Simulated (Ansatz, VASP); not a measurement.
**SiMo3 in VASP and in Ansatz**

INCAR

```
SYSTEM = SiMo3
  ALGO = Normal
  EDIFF = 1E-7
  EDIFFG = -0.08
  ENCUT = 500
  GGA = PE
  GGA_COMPAT = .False.
  IBRION = 2
  ISIF = 3
  ISMEAR = 0
  LASPH = .True.
  LCHARG = .False.
  LREAL = .False.
  LWAVE = .False.
  NELM = 120
  NELMIN = 4
  NSW = 36
  PREC = Accurate
  SIGMA = 0.2
```

KPOINTS

```
k-points
0
Gamma
  3 3 3
  0 0 0
```

File POSCAR:

```
SiMo3
1.0
    4.9159276200      0.0000000000      0.0000000000
    0.0000000000      4.9159276200      0.0000000000
    0.0000000000      0.0000000000      4.9159276200
Si Mo
2 6
Direct
    0.5000000000      0.5000000000      0.5000000000
    0.0000000000      0.0000000000      0.0000000000
    0.0000000000      0.5000000000      0.7500000000
    0.0000000000      0.5000000000      0.2500000000
    0.5000000000      0.2500000000      0.0000000000
    0.5000000000      0.7500000000      0.0000000000
    0.2500000000      0.0000000000      0.5000000000
    0.7500000000      0.0000000000      0.5000000000
```

Input for Ansatz:

```yaml
crystal:
  lattice:
    - [4.91592762, 0.0, 0.0]
    - [0.0, 4.91592762, 0.0]
    - [0.0, 0.0, 4.91592762]
  atoms:
    - { symbol: Si, position: [0.5, 0.5, 0.5] }
    - { symbol: Si, position: [0.0, 0.0, 0.0] }
    - { symbol: Mo, position: [0.0, 0.5, 0.75] }
    - { symbol: Mo, position: [0.0, 0.5, 0.25] }
    - { symbol: Mo, position: [0.5, 0.25, 0.0] }
    - { symbol: Mo, position: [0.5, 0.75, 0.0] }
    - { symbol: Mo, position: [0.25, 0.0, 0.5] }
    - { symbol: Mo, position: [0.75, 0.0, 0.5] }
basis:
  ecutwfc: 420
kpoints:
  mp_grid: { grid: [3, 3, 3] }
hamiltonian:
  xc: pbe
scf:
  occupations: { method: gaussian, width: 0.2 }
  lower_state_search: "off"
output:
  forces: true
  stress: true
  eigenvalues: true
relax:
  adjacent_minimum: "off"
  f_tol: 0.08
  max_steps: 16
  cell: { stress_tol: 0.8 }
```

Alike in both runs: task relaxation of cell and atoms; functional PBE; k mesh 3 × 3 × 3; occupations gaussian, width 0.2 eV; no spin polarisation.

|  | VASP | Ansatz |
| --- | --- | --- |
| version | VASP 6.6.1 | Ansatz 0.2.0 |
| potentials or method | VASP PAW PBE potentials, release 64 (Si, Mo_sv), cutoff 500 eV | scalar-relativistic, plane waves, PAW |
| valence electrons in the cell | 92 | 92 |

|  | VASP | Ansatz | Ansatz less VASP |
| --- | --- | --- | --- |
| gap on the k mesh at the Fermi level, each at its own relaxed structure (eV) | none | none | - |
| relaxed volume (Å³/atom) | 14.74 | 14.72 | -0.026 |
| relaxed cell length with the largest relative difference (Å) | 4.904 | 4.901 | -0.0029 |

A gap of «none» marks a metal or a gap that the smearing closes.

The k mesh is coarse, so the values compare programs but aren't converged.
